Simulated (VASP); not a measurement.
A run of VASP 6.6.1:

INCAR

```
ALGO = Normal ; EDIFF = 1E-6
ENCUT = 520 ; GGA = PE
ISIF = 2 ; ISMEAR = -1
LASPH = True ; LCHARG = True
LELF = True ; LREAL = False
LVHAR = True ; LWAVE = False
NBANDS = 11 ; NELM = 100
PREC = Accurate ; SIGMA = 0.1
```

KPOINTS

```
k-points
0
Gamma
  16 16 15
```

POSCAR

```
Hf
1.0
    2.5309716894      0.0000000000      0.0000000000
   -1.2654858447      2.1918857792      0.0000000000
    0.0000000000      0.0000000000      2.4426525540
Hf
1
Direct
    0.0000000000      0.0000000000      0.0000000000
```

Potentials or basis: VASP PAW PBE potentials, release 64 (Hf_pv).

Launch:

```sh
$ cat potpaw_PBE.64/Hf_pv/POTCAR > POTCAR
$ mpirun -np 1 vasp_std > vasp.out
```

Hardware: 1 thread of Intel(R) Xeon(R) 6975P-C (Granite Rapids) (shared host).

Problem. Estimate the wall time of this run.

Solution. It took 10 s on 1 thread of Intel(R) Xeon(R) 6975P-C (Granite Rapids), with other jobs on the host, peak memory 0.15 GiB. Counts: scf iterations 10, k points 240.
